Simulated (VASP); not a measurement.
# HfN: single point with PBE

HfN:

```
Hf N
1.0
     0.00000    2.33074    2.38759
     2.33074    0.00000    2.38759
     2.33074    2.33074    0.00000
Hf N
1 1
Cartesian
  0.0000 0.0000 0.0000
  2.3307 2.3307 2.3876
```

This cell differs from its parent crystal: strain +0.025 along x and y, +0.050 along z.

```json
{"Program": "VASP 6.6.1", "Task": "single point", "Functional": "PBE", "Potentials or basis": "VASP PAW PBE potentials, release 64 (Hf_pv, N)", "Cutoff": "520 eV", "k mesh": "22 × 22 × 22", "Occupations": "gaussian, width 0.15 eV", "Spin": "no spin polarisation", "Dipole correction": "no", "Further INCAR settings": "ALGO = Normal; EDIFF = 1e-07; NBANDS = 14"}
```

* Pressure: -22.6 GPa
* Band gap on the k mesh: zero (an odd number of electrons rules out a gap without spin polarisation)

Stress tensor (GPa, compression positive):
```
-20.62   0.00   0.00
  0.00 -20.62   0.00
  0.00   0.00 -26.65
```

Levels at points of the mesh, in eV from the Fermi level:
| k point | band 6 | band 7 | band 8 | band 9 | band 10 | band 11 |
| --- | --- | --- | --- | --- | --- | --- |
| (0.00, 0.00, 0.00) | -2.85 | -2.85 | -0.44 | -0.21 | -0.21 | 0.61 |
| (0.50, 0.00, 0.00) | -5.61 | -5.60 | 2.77 | 3.07 | 3.22 | 3.84 |
| (0.50, 0.50, 0.00) | -3.52 | -3.52 | -3.27 | 3.50 | 4.33 | 4.65 |
| (0.50, 0.00, 0.50) | -3.64 | -3.59 | -3.32 | 3.41 | 4.40 | 4.51 |

It took 3.3 min on 1 thread of AMD EPYC 9R45 96-Core Processor (Zen 5) (shared host), peak memory 0.4 GiB.

Caveat: the cell differs from its parent crystal (strain +0.025 along x and y, +0.050 along z); the cell stands under tension; spin-orbit coupling is left out, which moves the levels of the heavy elements.
